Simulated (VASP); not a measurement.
Input of a VASP 6.6.1 run:

INCAR

```
PREC = Accurate ; ENCUT = 500
EDIFF = 1E-6 ; ISMEAR = -1
SIGMA = 0.1 ; LREAL = F
LASPH = T ; NELM = 120
ALGO = Normal ; ISIF = 2
LWAVE = F ; LCHARG = F
GGA = CA ; NBANDS = 34
ISYM = 0 ; GGA_COMPAT = F
```

The input KPOINTS:

```
Automatic mesh
0
Gamma
  7 7 7
  0.5 0.5 0.5
```

File POSCAR:

```
In3Ga
1.0
    0.0000000000      3.6656415000      3.6656415000
    3.6656415000      0.0000000000      3.6656415000
    3.6656415000      3.6656415000      0.0000000000
In Ga
3 1
Direct
    0.2500000000      0.2500000000      0.2500000000
    0.7500000000      0.7500000000      0.7500000000
    0.5000000000      0.5000000000      0.5000000000
    0.0000000000      0.0000000000      0.0000000000
```

Potentials or basis: VASP PAW LDA potentials, release 64 (In_d, Ga_d).

Run with:

```console
$ cat potpaw_LDA.64/In_d/POTCAR potpaw_LDA.64/Ga_d/POTCAR > POTCAR
$ mpirun -np 1 vasp_std > vasp.out
```

Problem. Estimate the band gap on the k mesh.

Solution. Zero (bands 26 and 27 overlap by 1.56 eV).

Problem. Predict the pressure.

Solution. -2.9 GPa.

Caveat: spin-orbit coupling is left out, which moves the levels of the heavy elements.
